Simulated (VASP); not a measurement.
CoO: single point with PBE

Crystal: CoO.

```
CELL_PARAMETERS angstrom
-1.50800 1.50800 2.10725
1.50800 -1.50800 2.10725
1.50800 1.50800 -2.10725
ATOMIC_POSITIONS crystal
Co 0.00000 0.00000 0.00000
O 0.50000 0.50000 0.00000
```

| Item | Value |
| --- | --- |
| Program | VASP 6.6.1 |
| Task | single point |
| Functional | PBE |
| Potentials or basis | VASP PAW PBE potentials, release 64 (Co_sv, O) |
| Cutoff | 600 eV |
| k mesh | 10 × 10 × 10 |
| Occupations | fermi-dirac, width 0.05 eV |
| Spin | collinear spin, ferromagnetic start |
| Starting moments | [1.0, 0.0] μB |
| Fixed moment | 1 μB |

```json
{
 "Pressure": "-16.2 GPa",
 "Net moment": "1.00 μB per cell",
 "Site moments": "Co +0.99; O -0.04 μB",
 "Valence electrons inside the program's atomic spheres": "Co 14.96; O 4.93"
}
```

Stress tensor (GPa, compression positive):
```
-16.60   0.00   0.00
  0.00 -16.60   0.00
  0.00   0.00 -15.29
```

Wall time 34 s on 1 thread of Intel(R) Xeon(R) 6975P-C (Granite Rapids), with other jobs on the host, peak memory 0.2 GiB.

Caveat: the total moment is fixed, so each spin has its own Fermi level; a cell with one magnetic atom can't hold antiferromagnetic order, which such compounds often take.
